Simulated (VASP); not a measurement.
Input of a VASP 6.6.1 run:

INCAR

```
PREC     = Accurate       # precision mode
ENCUT    = 520            # plane-wave cutoff, eV
EDIFF    = 1E-6           # SCF threshold, eV
ISMEAR   = 0              # smearing method
SIGMA    = 0.1            # smearing width, eV
LREAL    = F              # projectors in reciprocal space
LASPH    = T              # aspherical terms in the spheres
NELM     = 100            # most SCF steps
ALGO     = Normal         # electronic algorithm
ISIF     = 2              # what is computed and relaxed
LWAVE    = F              # write WAVECAR
LCHARG   = T              # write CHGCAR
GGA      = RP             # functional
LELF     = T              # ELF
LVHAR    = T            
NBANDS   = 13             # bands
```

Contents of KPOINTS:

```
regular mesh
0
Gamma
  6 6 6
```

Contents of POSCAR:

```
Sn
1.0
   -1.8473789436      1.8473789436      1.8473789436
    1.8473789436     -1.8473789436      1.8473789436
    1.8473789436      1.8473789436     -1.8473789436
Sn
1
Direct
    0.0000000000      0.0000000000      0.0000000000
```

Potentials or basis: VASP PAW PBE potentials, release 64 (Sn_d).

The run is started by

```bash
$ cat potpaw_PBE.64/Sn_d/POTCAR > POTCAR
$ mpirun -np 1 vasp_std > vasp.out
```

Question: Predict the pressure.

Answer: 7.3 GPa.

Question: Predict the band gap on the k mesh.

Answer: Zero (band 7 reaches 17.91 eV, above the bottom of band 8 at 6.42 eV).

Caveat: the k points lie up to 0.40 Å⁻¹ apart; the PAW data sets were made with another functional, which shifts forces and pressure a little; spin-orbit coupling is left out, which moves the levels of the heavy elements.
